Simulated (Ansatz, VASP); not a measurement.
# Pd in VASP and in Ansatz

```
CELL_PARAMETERS angstrom
2.70072 0.00000 0.00000
-1.35036 2.33889 0.00000
0.00000 0.00000 2.63137
ATOMIC_POSITIONS crystal
Pd 0.00000 0.00000 0.00000
```

Alike in both runs: task relaxation of cell and atoms; functional PBE; k mesh 24 × 24 × 20; occupations gaussian, width 0.1 eV; no spin polarisation.

|  | VASP | Ansatz |
| --- | --- | --- |
| version | VASP 6.6.1 | Ansatz 0.2.0 |
| potentials or method | VASP PAW PBE potentials, release 64 (Pd), cutoff 600 eV | scalar-relativistic, plane waves, PAW |
| valence electrons in the cell | 10 | 18 |

|  | VASP | Ansatz | Ansatz less VASP |
| --- | --- | --- | --- |
| gap on the k mesh at the Fermi level, each at its own relaxed structure (eV) | none | none | - |
| relaxed volume (Å³/atom) | 16.57 | 16.61 | +0.045 |
| relaxed cell length with the largest relative difference (Å) | 2.641 | 2.644 | +0.0033 |

A gap of «none» marks a metal or a gap that the smearing closes. VASP's potentials hold 10 valence electrons a cell and Ansatz's 18, so a difference there can come from the potentials and not from the codes.
